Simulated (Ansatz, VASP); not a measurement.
Two plane-wave programs on WS

```
CELL_PARAMETERS angstrom
3.44485 0.00000 0.00000
0.00000 3.44485 0.00000
0.00000 0.00000 3.44485
ATOMIC_POSITIONS crystal
W 0.50000 0.50000 0.50000
S 0.00000 0.00000 0.00000
```

Change from the starting cell: species swapped into the MnAu type (Pm-3m, No. 221).

Alike in both runs: task relaxation of cell and atoms; functional PBE; k mesh 6 × 6 × 6; occupations gaussian, width 0.1 eV; no spin polarisation.

|  | VASP | Ansatz |
| --- | --- | --- |
| version | VASP 6.6.1 | Ansatz 0.2.0 |
| potentials or method | VASP PAW PBE potentials, release 64 (W_sv, S), cutoff 600 eV | scalar-relativistic, plane waves, PAW |
| valence electrons in the cell | 20 | 20 |

|  | VASP | Ansatz | Ansatz less VASP |
| --- | --- | --- | --- |
| gap on the k mesh at the Fermi level, each at its own relaxed structure (eV) | none | none | - |
| relaxed volume (Å³/atom) | 13.61 | 13.60 | -0.017 |
| relaxed cell length with the largest relative difference (Å) | 3.008 | 3.007 | -0.0013 |

A gap of «none» marks a metal or a gap that the smearing closes.

Neither program's run includes spin-orbit coupling. Noted on VASP's run: the volume moved by over 15 % at a fixed basis, so the end points are rough.
